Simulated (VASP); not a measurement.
# Ba (Pm-3m) in VASP: notebook

The runs below take Ba through single point, relaxation of cell and atoms, with PBE.

Everything below comes from runs of VASP 6.6.1. Logs are shortened: lines on timing, memory, paths and dates and some standing lists are left out, and cuts for length are marked.

**1. The cell of the first run**

The structure is cubic, space group Pm-3m (No. 221). The conventional cell has a = 3.954 Å, b = 3.954 Å, c = 3.954 Å, α = 90.00°, β = 90.00°, γ = 90.00°. Ba (site symmetry m-3m) has 6 Ba at 3.95 Å within 5.2 Å.

**2. Single point, PBE**

INCAR reads:

```
SYSTEM = Ba
ALGO = Normal
EDIFF = 1E-7
ENCUT = 520
GGA = PE
ISIF = 2
ISMEAR = -1
LASPH = .TRUE.
LCHARG = .FALSE.
LREAL = .FALSE.
LWAVE = .FALSE.
NBANDS = 11
NELM = 100
PREC = Accurate
SIGMA = 0.1
```

KPOINTS reads:

```
k-points
0
G
  13 13 13
  0 0 0
```

POSCAR reads:

```
Ba
1.0
    3.9541458470      0.0000000000      0.0000000000
    0.0000000000      3.9541458470      0.0000000000
    0.0000000000      0.0000000000      3.9541458470
Ba
1
Direct
    0.0000000000      0.0000000000      0.0000000000
```

Potentials or basis: VASP PAW PBE potentials, release 64 (Ba_sv).

Command:

```bash
$ cat potpaw_PBE.64/Ba_sv/POTCAR > POTCAR
$ mpirun -np 1 vasp_std > vasp.out
```

OUTCAR:

```text
SYSTEM = Ba
   EDIFF = 1E-7
   ENCUT = 520
   GGA = PE
   ISIF = 2
   ISMEAR = -1
   LASPH = .TRUE.
   LREAL = .FALSE.
   NELM = 100
   PREC = Accurate

 ion  position               nearest neighbor table
   1  0.000  0.000  0.000-

  LATTYP: Found a simple cubic cell.
 ALAT       =     3.9541458470

  Lattice vectors:

 A1 = (   3.9541458470,   0.0000000000,   0.0000000000)
 A2 = (   0.0000000000,   3.9541458470,   0.0000000000)
 A3 = (   0.0000000000,   0.0000000000,   3.9541458470)

Analysis of symmetry for initial positions (statically):
=====================================================================
 Subroutine PRICEL returns:
 Original cell was already a primitive cell.

 Routine SETGRP: Setting up the symmetry group for a
 simple cubic supercell.

 Subroutine GETGRP returns: Found 48 space group operations
 (whereof 48 operations were pure point group operations)
 out of a pool of 48 trial point group operations.

The static configuration has the point symmetry O_h .

Analysis of symmetry for dynamics (positions and initial velocities):
=====================================================================
 Subroutine PRICEL returns:
 Original cell was already a primitive cell.

 Routine SETGRP: Setting up the symmetry group for a
 simple cubic supercell.

 Subroutine GETGRP returns: Found 48 space group operations
 (whereof 48 operations were pure point group operations)
 out of a pool of 48 trial point group operations.

The dynamic configuration has the point symmetry O_h .

 Subroutine INISYM returns: Found 48 space group operations
 (whereof 48 operations are pure point group operations),
 and found     1 'primitive' translations

----------------------------------------------------------------------------------------

                                     Primitive cell

  volume of cell :      61.8241

  direct lattice vectors                    reciprocal lattice vectors
     3.954145847  0.000000000  0.000000000     0.252899119  0.000000000  0.000000000
     0.000000000  3.954145847  0.000000000     0.000000000  0.252899119  0.000000000
     0.000000000  0.000000000  3.954145847     0.000000000  0.000000000  0.252899119

  length of vectors
     3.954145847  3.954145847  3.954145847     0.252899119  0.252899119  0.252899119

  position of ions in fractional coordinates (direct lattice)
[... 76 lines left out ...]
   NELM   =    100;   NELMIN=  2; NELMDL= -5     # of ELM steps
   EDIFF  = 0.1E-06   stopping-criterion for ELM
   LREAL  =      F    real-space projection
   EDIFFG = 0.1E-05   stopping-criterion for IOM
   NSW    =      0    number of steps for IOM
   IBRION =     -1    ionic relax: 0-MD 1-quasi-New 2-CG
   NFREE  =      0    steps in history (QN), initial steepest desc. (CG)
   ISIF   =      2    stress and relaxation
   ISYM   =      2    0-nonsym 1-usesym 2-fastsym
   POTIM  = 0.5000    time-step for ionic-motion
   TEBEG  =    0.0;   TEEND  =   0.0 temperature during run
   PSTRESS=    0.0 pullay stress
   NELECT =      10.0000    total number of electrons
   NUPDOWN=      -1.0000    fix difference up-down
   EMIN   =  10.00;   EMAX   =-10.00  energy-range for DOS
   EFERMI =   0.00;   METHOD = LEGACY
   ISMEAR =    -1;   SIGMA  =   0.10  broadening in eV -4-tet -1-fermi 0-gaus
   EFERMI_NEDOS =   21; number of points for ismear=-14 and -15
   IALGO  =     38    algorithm
   IMIX   =      4    mixing-type and parameters
     AMIX     =   0.40;   BMIX     =  1.00
     AMIX_MAG =   1.60;   BMIX_MAG =  1.00
  volume/ion in A,a.u.               =      61.82       417.21
  Fermi-wavevector in a.u.,A,eV,Ry     =   0.891981  1.685599 10.825199  0.795630
  Thomas-Fermi vector in A             =   2.013871
   LORBIT       =      0    0 simple, 1 ext, 2 COOP (PROOUT), +10 PAW based schemes
   GGA     = PE    functional components
[... 5 lines left out ...]
 non-spin polarized calculation
  energy-cutoff  :      520.00
  volume of cell :       61.82
 maximum number of plane-waves:      1743
 NGX is ok and might be reduce to    30
   NGX = 15   NGY = 15   NGZ = 15

 number of electron      10.0000000 magnetization

 number of electron       9.9999999 magnetization

 Free energy of the ion-electron system (eV)
  ---------------------------------------------------
  ext. energy  EPLUGINS =         0.00000000
  ---------------------------------------------------
  free energy    TOTEN  =        -1.61249943 eV

  energy without entropy =       -1.57639589  energy(sigma->0) =       -1.59444766

 E-fermi :   1.6488     XC(G=0):  -7.4514

 val. band max:        1.5835506646   @ k =   0.4615   0.4615   0.4615
 cond. band min:       1.6489367550   @ k =   0.4615   0.4615   0.4615
 fundamental gap:      0.0653860904
 Fermi energy:         1.6488478733

 k-point     1 :       0.0000    0.0000    0.0000
  band No.  band energies     occupation
      1     -27.5147      2.00000
      2     -12.3540      2.00000
      3     -12.3540      2.00000
      4     -12.3540      2.00000
      5      -0.9398      2.00000
      6       1.6878      0.80756
      7       1.6878      0.80756
      8       6.4883      0.00000
      9       6.4883      0.00000
     10       6.4883      0.00000
     11       9.2158      0.00000
[... 309 lines left out ...]
 k-point    24 :       0.3846    0.3077    0.0000
  band No.  band energies     occupation
      1     -27.4254      2.00000
      2     -12.9087      2.00000
      3     -12.7627      2.00000
      4     -12.2543      2.00000
      5       1.0898      1.99256
      6       1.9425      0.10075
      7       3.8421      0.00000
      8       4.4195      0.00000
      9       4.7411      0.00000
     10       5.1859      0.00000
     11       7.9196      0.00000

 [... further k-points ...]

------------------------ aborting loop because EDIFF is reached ----------------------------------------

  FORCE on cell =-STRESS in cart. coord.  units (eV):
  Direction    XX          YY          ZZ          XY          YZ          ZX
  --------------------------------------------------------------------------------------
  -------------------------------------------------------------------------------------
  Total        0.0456802      0.0456802      0.0456802      0.0000000     -0.0000000      0.0000000
  in kB        1.1838071      1.1838071      1.1838071      0.0000000     -0.0000000      0.0000000
  external PRESSURE =       1.1838071 kB  Pullay stress =       0.0000000 kB

 VOLUME and BASIS-vectors are now :
 -----------------------------------------------------------------------------
  energy-cutoff  :      520.00
  volume of cell :       61.82
      direct lattice vectors                 reciprocal lattice vectors
     3.954145847  0.000000000  0.000000000     0.252899119  0.000000000  0.000000000
     0.000000000  3.954145847  0.000000000     0.000000000  0.252899119  0.000000000
     0.000000000  0.000000000  3.954145847     0.000000000  0.000000000  0.252899119

 POSITION                                       TOTAL-FORCE (eV/Angst)
 -----------------------------------------------------------------------------------
      0.00000      0.00000      0.00000         0.000000      0.000000      0.000000
 -----------------------------------------------------------------------------------
    total drift:                                0.000000      0.000000     -0.000000

  FREE ENERGIE OF THE ION-ELECTRON SYSTEM (eV)
  ---------------------------------------------------
  free  energy   TOTEN  =        -1.6124994331 eV

  energy  without entropy=       -1.5763958899  energy(sigma->0) =       -1.59444766
```

It took 36 s on 1 thread of Intel Xeon Platinum 8259CL at 2.50GHz (Skylake/Cascade Lake), shared host; peak memory 0.2 GiB.

What came out:

```
Free energy : -1.6125 eV
Pressure    : 0.1 GPa
```

Levels at points of the mesh, in eV from the Fermi level:
| k point | band 2 | band 3 | band 4 | band 5 | band 6 | band 7 | band 8 | band 9 |
| --- | --- | --- | --- | --- | --- | --- | --- | --- |
| (0.00, 0.00, 0.00) | -14.00 | -14.00 | -14.00 | -2.59 | 0.04 | 0.04 | 4.84 | 4.84 |

Caveat: spin-orbit coupling is left out, which moves the levels of the heavy elements.

**3. Relaxation of cell and atoms, PBE**

This run uses another cell than the first one, of 67.50 Å³/atom, 1.092 times its volume.

INCAR reads:

```
ALGO = Normal
EDIFF = 1E-7
EDIFFG = -0.01
ENCUT = 600
GGA = PE
IBRION = 2
ISIF = 3
ISMEAR = -1
LASPH = True
LCHARG = False
LREAL = False
LWAVE = False
NELM = 60
NSW = 80
PREC = Accurate
SIGMA = 0.1
```

KPOINTS reads:

```
k-points
0
Gamma
  8 8 8
```

POSCAR reads:

```
Ba
1.0
    4.0716264249      0.0000000000      0.0000000000
    0.0000000000      4.0716264249      0.0000000000
    0.0000000000      0.0000000000      4.0716264249
Ba
1
Direct
    0.0000000000      0.0000000000      0.0000000000
```

Potentials or basis: VASP PAW PBE potentials, release 64 (Ba_sv).

Command:

```bash
$ cat potpaw_PBE.64/Ba_sv/POTCAR > POTCAR
$ mpirun -np 1 vasp_std > vasp.out
```

Wall time 60 s (1 thread of Intel Xeon Platinum 8259CL at 2.50GHz (Skylake/Cascade Lake), shared host); peak memory 0.21 GiB.

Results (log left out):

```yaml
Free_energy: -1.6124 eV
Relaxed_volume: 62.78 Å³/atom
Relaxed_cell: a = 3.974 Å, b = 3.974 Å, c = 3.974 Å, α = 90.00°, β = 90.00°, γ = 90.00°
Space_group_after_relaxing_to_0.05_Å: Pm-3m (No. 221)
Energy_gained_by_relaxing: 7.0 meV/atom
Ionic_steps: 4
Pressure_after_relaxing: 0.0 GPa
Band_gap_on_the_k_mesh: zero (filled and empty bands touch)
```

The path:
```csv
step,energy change (eV),largest force (eV/Å),pressure (GPa),volume (Å³)
1,0.0000,0.0000,-0.45,67.50
2,-0.0043,0.0000,-0.29,65.67
3,-0.0069,0.0000,-0.04,63.18
4,-0.0070,0.0000,0.01,62.78
```

Final structure:
```
Ba
1.0
     3.97440    0.00000    0.00000
     0.00000    3.97440    0.00000
     0.00000    0.00000    3.97440
Ba
1
Cartesian
  0.0000 0.0000 0.0000
```

Levels at points of the mesh, in eV from the Fermi level:
```tsv
k point	band 2	band 3	band 4	band 5	band 6	band 7	band 8	band 9
(0.00, 0.00, 0.00)	-14.03	-14.03	-14.03	-2.58	0.05	0.05	4.77	4.77
(0.50, 0.00, 0.00)	-14.70	-13.97	-13.97	-0.72	0.61	0.75	2.58	2.58
(0.50, 0.50, 0.00)	-14.61	-14.61	-13.91	-0.97	0.67	3.06	3.06	3.28
(0.50, 0.50, 0.50)	-14.52	-14.52	-14.52	-0.03	-0.03	-0.03	3.91	6.36
```

Caveat: spin-orbit coupling is left out, which moves the levels of the heavy elements.

**4. Single point, PBE, non-collinear spin, zero start, spin-orbit coupling**

INCAR reads:

```
SYSTEM = Ba
  PREC = Accurate
  ENCUT = 520
  EDIFF = 1E-7
  ISMEAR = -1
  SIGMA = 0.1
  LREAL = .FALSE.
  LASPH = .TRUE.
  NELM = 150
  ALGO = Normal
  ISIF = 2
  LWAVE = .FALSE.
  LCHARG = .TRUE.
  LNONCOLLINEAR = .TRUE.
  MAGMOM = 0 0 0
  LORBIT = 11
  LSORBIT = .TRUE.
  GGA_COMPAT = .FALSE.
  LORBMOM = .TRUE.
  GGA = PE
  LVHAR = .TRUE.
  NBANDS = 21
```

KPOINTS reads:

```
regular mesh
0
G
  8 8 8
  0 0 0
```

POSCAR reads:

```
Ba
1.0
    3.9541458470      0.0000000000      0.0000000000
    0.0000000000      3.9541458470      0.0000000000
    0.0000000000      0.0000000000      3.9541458470
Ba
1
Direct
    0.0000000000      0.0000000000      0.0000000000
```

Potentials or basis: VASP PAW PBE potentials, release 64 (Ba_sv).

Command:

```bash
$ cat potpaw_PBE.64/Ba_sv/POTCAR > POTCAR
$ mpirun -np 1 vasp_ncl > vasp.out
```

OUTCAR:

```text
SYSTEM = Ba
   PREC = Accurate
   ENCUT = 520
   EDIFF = 1E-7
   ISMEAR = -1
   LREAL = .FALSE.
   LASPH = .TRUE.
   NELM = 150
   ISIF = 2
   LNONCOLLINEAR = .TRUE.
   LORBIT = 11
   LSORBIT = .TRUE.
   GGA = PE

 ion  position               nearest neighbor table
   1  0.000  0.000  0.000-

  LATTYP: Found a simple cubic cell.
 ALAT       =     3.9541458470

  Lattice vectors:

 A1 = (   3.9541458470,   0.0000000000,   0.0000000000)
 A2 = (   0.0000000000,   3.9541458470,   0.0000000000)
 A3 = (   0.0000000000,   0.0000000000,   3.9541458470)

Analysis of symmetry for initial positions (statically):
=====================================================================
 Subroutine PRICEL returns:
 Original cell was already a primitive cell.

 Routine SETGRP: Setting up the symmetry group for a
 simple cubic supercell.

 Subroutine GETGRP returns: Found 48 space group operations
 (whereof 48 operations were pure point group operations)
 out of a pool of 48 trial point group operations.

The static configuration has the point symmetry O_h .

Analysis of symmetry for dynamics (positions and initial velocities):
=====================================================================
 Subroutine PRICEL returns:
 Original cell was already a primitive cell.

 Routine SETGRP: Setting up the symmetry group for a
 simple cubic supercell.
[... 781 lines left out ...]

  energy  without entropy=       -1.7742074418  energy(sigma->0) =       -1.79263341

 orbital moment (x)

 # of ion     p       d       tot
 ----------------------------------------
  1        -0.000  -0.000  -0.000
 ----------------------------------------
           -0.000  -0.000  -0.000

 orbital moment (y)

 # of ion     p       d       tot
 ----------------------------------------
  1        -0.000   0.000   0.000
 ----------------------------------------
           -0.000   0.000   0.000

 orbital moment (z)

 # of ion     p       d       tot
 ----------------------------------------
  1        -0.000  -0.000  -0.000
 ----------------------------------------
           -0.000  -0.000  -0.000

 Spin-Orbit-Coupling matrix elements

 Ion:    1  E_soc:     -0.3992016
 l=   1
     0.0000000    -0.0662263    -0.0662263
    -0.0662263     0.0000000    -0.0662263
    -0.0662263    -0.0662263     0.0000000
 l=   2
     0.0000000    -0.0002038     0.0000000    -0.0002038    -0.0001035
    -0.0002038     0.0000000    -0.0000777    -0.0002038    -0.0000259
     0.0000000    -0.0000777     0.0000000    -0.0000777     0.0000000
    -0.0002038    -0.0002038    -0.0000777     0.0000000    -0.0000259
    -0.0001035    -0.0000259     0.0000000    -0.0000259     0.0000000
 l=   3
     0.0000000     0.0000000     0.0000000     0.0000000     0.0000000     0.0000000     0.0000000
     0.0000000     0.0000000     0.0000000     0.0000000     0.0000000     0.0000000     0.0000000
     0.0000000     0.0000000     0.0000000     0.0000000     0.0000000     0.0000000     0.0000000
     0.0000000     0.0000000     0.0000000     0.0000000     0.0000000     0.0000000     0.0000000
     0.0000000     0.0000000     0.0000000     0.0000000     0.0000000     0.0000000     0.0000000
     0.0000000     0.0000000     0.0000000     0.0000000     0.0000000     0.0000000     0.0000000
     0.0000000     0.0000000     0.0000000     0.0000000     0.0000000     0.0000000     0.0000000

 total charge

# of ion       s       p       d       tot
------------------------------------------
    1        2.057   5.544   0.325   7.926

 magnetization (x)

# of ion       s       p       d       tot
------------------------------------------
    1       -0.000   0.000  -0.000  -0.000

 magnetization (y)

# of ion       s       p       d       tot
------------------------------------------
    1        0.000   0.000  -0.000  -0.000

 magnetization (z)

# of ion       s       p       d       tot
------------------------------------------
    1        0.000  -0.000   0.000   0.000
```

OSZICAR:

```text
N       E                     dE             d eps       ncg     rms          rms(c)
DAV:   1     0.656257434717E+02    0.65626E+02   -0.40353E+03  1470   0.784E+02
DAV:   2     0.277900420914E+01   -0.62847E+02   -0.60669E+02  1985   0.162E+02
DAV:   3    -0.164138439205E+01   -0.44204E+01   -0.43753E+01  1990   0.426E+01
DAV:   4    -0.180959426205E+01   -0.16821E+00   -0.16792E+00  2174   0.632E+00
DAV:   5    -0.181087569674E+01   -0.12814E-02   -0.12813E-02  1933   0.554E-01    0.188E+00
DAV:   6    -0.181018106044E+01    0.69464E-03   -0.54410E-03  1881   0.695E-01    0.110E+00
DAV:   7    -0.181071373212E+01   -0.53267E-03   -0.12504E-02  1779   0.111E+00    0.140E-01
DAV:   8    -0.181091803255E+01   -0.20430E-03   -0.53170E-04  2241   0.149E-01    0.680E-02
DAV:   9    -0.181105877606E+01   -0.14074E-03   -0.16128E-04  1714   0.106E-01    0.115E-02
DAV:  10    -0.181106071060E+01   -0.19345E-05   -0.53304E-06  2295   0.141E-02    0.325E-03
DAV:  11    -0.181106016780E+01    0.54280E-06   -0.20960E-07  1974   0.397E-03    0.161E-03
DAV:  12    -0.181105943519E+01    0.73261E-06   -0.22968E-07  1871   0.453E-03    0.466E-04
DAV:  13    -0.181105938707E+01    0.48129E-07   -0.49997E-09  1005   0.581E-04
   1 F= -.18110594E+01 E0= -.17926334E+01  d E =-.368519E-01  mag=     0.0000    -0.0000     0.0000
```

Run time: 88 s. Hardware: 1 thread of Intel Xeon Platinum 8259CL at 2.50GHz (Skylake/Cascade Lake), shared host; peak memory 0.3 GiB.

Results:

| Quantity | Value |
| --- | --- |
| Free energy | -1.8111 eV |
| Pressure | 0.1 GPa |
| Net moment | 0.00 μB per cell |
| Valence electrons inside the program's atomic spheres | Ba 7.93 |

Moments on the atoms (μB; x, y, z):
```
Ba  0.00 0.00 0.00
```

**5. The runs side by side**

```tsv
task	spin	cell	k mesh	cutoff (eV)	pressure (GPa)
single point	off	a = 3.954 Å, 1 atom	13 × 13 × 13	520	0.1
relaxation of cell and atoms	off	relaxed from a = 4.072 Å, 1 atom	8 × 8 × 8	600	0.0
single point	non-collinear, zero start, SOC	a = 3.954 Å, 1 atom	8 × 8 × 8	520	0.1
```

Alike in all rows: level PBE; potentials or basis VASP PAW PBE potentials, release 64 (Ba_sv); smearing fermi-dirac 0.1 eV.

Caveats: spin-orbit coupling is left out, which moves the levels of the heavy elements (some runs).

Total energies depend on the potentials used, so only differences within one code and one set of settings carry meaning.
